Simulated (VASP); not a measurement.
Set up this calculation in VASP 6.6.1, as the native input.

```
Task                   : single point
Functional             : revPBE
Potentials or basis    : VASP PAW PBE potentials, release 64 (As)
Cutoff                 : 520 eV
k mesh                 : 13 × 13 × 13
Occupations            : fermi-dirac, width 0.1 eV
Spin                   : no spin polarisation
Dipole correction      : no
Further INCAR settings : ALGO = Normal; EDIFF = 1e-07; NBANDS = 8
```

The structure of As lies in POSCAR:

```
As
1.0
    2.7108907633      0.0000000000      0.0000000000
    0.0000000000      2.7108907633      0.0000000000
    0.0000000000      0.0000000000      2.7108907633
As
1
Direct
    0.0000000000      0.0000000000      0.0000000000
```

This cell differs from its parent crystal: volume scaled by 0.96.

The input as run:

INCAR

```
PREC = Accurate
ENCUT = 520
EDIFF = 1E-7
ISMEAR = -1
SIGMA = 0.1
LREAL = F
LASPH = T
NELM = 80
ALGO = Normal
ISIF = 2
LWAVE = F
LCHARG = T
GGA = RE
LELF = T
LVHAR = T
NBANDS = 8
```

KPOINTS

```
regular mesh
0
Gamma
  13 13 13
```

Potentials or basis: VASP PAW PBE potentials, release 64 (As).

The run is started by

```sh
$ cat potpaw_PBE.64/As/POTCAR > POTCAR
$ mpirun -np 1 vasp_std > vasp.out
```

Results of the run:

```yaml
Pressure: 3.1 GPa
```

Caveat: the PAW data sets were made with another functional, which shifts forces and pressure a little.

Run time: 5.2 s on 1 thread of AMD EPYC 9R45 96-Core Processor (Zen 5) (shared host), peak memory 0.1 GiB.
